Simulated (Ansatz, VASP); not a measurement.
**WS2: VASP beside Ansatz**

INCAR

```
PREC = Accurate ; ENCUT = 520
EDIFF = 1E-6 ; ISMEAR = 0
SIGMA = 0.05 ; LREAL = False
LASPH = True ; NELM = 80
ALGO = Normal ; ISIF = 2
LWAVE = False ; LCHARG = True
LDIPOL = True ; IDIPOL = 3
DIPOL = 0.5 0.5 0.408 ; GGA = PE
IVDW = 12 ; LELF = True
LVHAR = True ; LVACPOTAV = True
NBANDS = 35
```

KPOINTS

```
Automatic mesh
0
Gamma
  9 9 1
```

The input POSCAR:

```
WS2
1.0
    3.1595457497      0.0000000000      0.0000000000
   -1.5797728749      2.7362468836      0.0000000000
    0.0000000000      0.0000000000     23.8042575719
S W
4 2
Direct
    0.3333333333      0.6666666667      0.1890418126
    0.3333333333      0.6666666667      0.3214605103
    0.5000000000      0.6666666667      0.4953789779
    0.5000000000      0.6666666667      0.6277976756
    0.6666666667      0.3333333333      0.2552511581
    0.8333333333      0.3333333333      0.5615883234
```

Input for Ansatz:

```yaml
crystal:
  lattice:
    - [3.1595457497, 0.0, 0.0]
    - [-1.5797728749, 2.7362468836, 0.0]
    - [0.0, 0.0, 23.8042575719]
  atoms:
    - { symbol: S, position: [0.3333333333, 0.6666666667, 0.1890418126] }
    - { symbol: W, position: [0.6666666667, 0.3333333333, 0.2552511581] }
    - { symbol: S, position: [0.3333333333, 0.6666666667, 0.3214605103] }
    - { symbol: S, position: [0.5, 0.6666666667, 0.4953789779] }
    - { symbol: W, position: [0.8333333333, 0.3333333333, 0.5615883234] }
    - { symbol: S, position: [0.5, 0.6666666667, 0.6277976756] }
basis:
  ecutwfc: 420
kpoints:
  mp_grid: { grid: [9, 9, 1] }
hamiltonian:
  xc: pbe
  pseudopotentials: { kind: paw, azcp: { folder: soft_1 } }
  dispersion: d3bj
scf:
  occupations: { method: gaussian, width: 0.05 }
output:
  forces: true
  eigenvalues: true
efield:
  axis: 3
  dipole_correction: true
  ramp_width: 0.04
```

Alike in both runs: task single point; functional PBE; dispersion D3(BJ); k mesh 9 × 9 × 1; occupations gaussian, width 0.05 eV; no spin polarisation.

|  | VASP | Ansatz |
| --- | --- | --- |
| version | VASP 6.6.1 | Ansatz 0.2.0 |
| potentials or method | VASP PAW PBE potentials, release 64 (S, W_sv), cutoff 520 eV | scalar-relativistic, plane waves, PAW |
| valence electrons in the cell | 52 | 52 |

```tsv
	VASP	Ansatz	Ansatz less VASP
gap on the k mesh at the Fermi level (eV)	1.92	1.90	-0.011
least direct gap on the mesh (eV)	1.92	1.91	-0.003
rms of the force components (eV/Å)	0.022	0.021	-0.0006
```

Spin-orbit coupling is off throughout.
